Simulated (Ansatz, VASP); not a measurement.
**CuH2 in VASP and in Ansatz**

```xyz
3
Lattice="2.5358 0.0000 0.0000 -1.2679 2.1961 0.0000 0.0000 0.0000 4.8261" Properties=species:S:1:pos:R:3 pbc="T T T"
Cu    0.0000    0.0000    0.0000
H     0.0000    1.4641    1.0219
H     0.0000    1.4641    3.8041
```

Change from the starting cell: ordered vacancies on the cation sites of tungsten carbide (P-6m2, No. 187).

Alike in both runs: functional PBE; k mesh 21 × 21 × 10; occupations gaussian, width 0.1 eV; no spin polarisation.

Ansatz relaxed the structure, and its values are those at the end. VASP's run is a single point on that final structure, the one shown.

|  | VASP | Ansatz |
| --- | --- | --- |
| version | VASP 6.6.1 | Ansatz 0.2.0 |
| potentials or method | VASP PAW PBE potentials, release 64 (Cu, H), cutoff 520 eV | scalar-relativistic, plane waves, PAW |
| valence electrons in the cell | 13 | 21 |

Ansatz gave:

* gap on the k mesh at the Fermi level (eV): none
* pressure (GPa): 0.0
* rms of the force components (eV/Å): 0.001

What did VASP give for the same quantities?

gap on the k mesh at the Fermi level (eV): none; pressure (GPa): 0.3; rms of the force components (eV/Å): 0.007.

A gap of «none» marks a metal or a gap that the smearing closes. VASP's potentials hold 13 valence electrons a cell and Ansatz's 21, so a difference there can come from the potentials and not from the codes.
